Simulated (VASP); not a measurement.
Set up this calculation in VASP 6.6.1, as the native input.

* Task: relaxation of cell and atoms
* Functional: PBE
* Potentials or basis: VASP PAW PBE potentials, release 64 (Rb_sv, Al, O)
* Cutoff: 600 eV
* k mesh: 9 × 9 × 14
* Occupations: gaussian, width 0.1 eV
* Spin: no spin polarisation
* Dipole correction: no
* Further INCAR settings: ALGO = Normal; EDIFF = 1e-07; IBRION = 2; EDIFFG = -0.01; NSW = 100; ISIF = 3

The structure of RbAl2O3 lies in POSCAR:

```
RbAl2O3
1.0
    5.5312707241      0.0000000000      0.0000000000
   -2.7656353620      4.7902209623      0.0000000000
    0.0000000000      0.0000000000      2.7815902910
Rb Al O
1 2 3
Direct
    0.0000000000      0.0000000000      0.5000000000
    0.3333333333      0.6666666667      0.5000000000
    0.6666666667      0.3333333333      0.5000000000
    0.5000000000      0.5000000000      0.0000000000
    0.0000000000      0.5000000000      0.0000000000
    0.5000000000      0.0000000000      0.0000000000
```

The cell was built from a structure type or drawn by symmetry, and may not be a known phase.

These files were run (other wordings do the same):

INCAR

```
PREC     = Accurate       # precision mode
ENCUT    = 600            # plane-wave cutoff, eV
EDIFF    = 1E-7           # SCF threshold, eV
ISMEAR   = 0              # smearing method
SIGMA    = 0.1            # smearing width, eV
LREAL    = False          # projectors in reciprocal space
LASPH    = True           # aspherical terms in the spheres
NELM     = 100            # most SCF steps
ALGO     = Normal         # electronic algorithm
ISIF     = 3              # what is computed and relaxed
LWAVE    = False          # write WAVECAR
LCHARG   = False          # write CHGCAR
GGA      = PE             # functional
IBRION   = 2              # ionic algorithm
NSW      = 100            # ionic steps
EDIFFG   = -0.01          # ionic threshold
```

KPOINTS

```
Automatic mesh
0
Gamma
  9 9 14
```

Potentials or basis: VASP PAW PBE potentials, release 64 (Rb_sv, Al, O).

Command:

```console
$ cat potpaw_PBE.64/Rb_sv/POTCAR potpaw_PBE.64/Al/POTCAR potpaw_PBE.64/O/POTCAR > POTCAR
$ mpirun -np 1 vasp_std > vasp.out
```

It gave:

The relaxed volume is 12.31 Å³/atom. The relaxed cell is a = 5.537 Å, b = 5.537 Å, c = 2.781 Å, α = 90.00°, β = 90.00°, γ = 120.00°, the space group after relaxing (to 0.1 Å) is P6/mmm (No. 191) and the energy gained by relaxing is 0.0 meV/atom. The ionic steps are 2 and the pressure after relaxing is 0.0 GPa. The band gap on the k mesh is zero (an odd number of electrons rules out a gap without spin polarisation).

Caveat: an odd number of electrons without spin polarisation forces a metal; a magnetic or distorted state may lie lower.

It took 110 s on 1 thread of Intel(R) Xeon(R) 6975P-C (Granite Rapids) (shared host), peak memory 0.34 GiB.
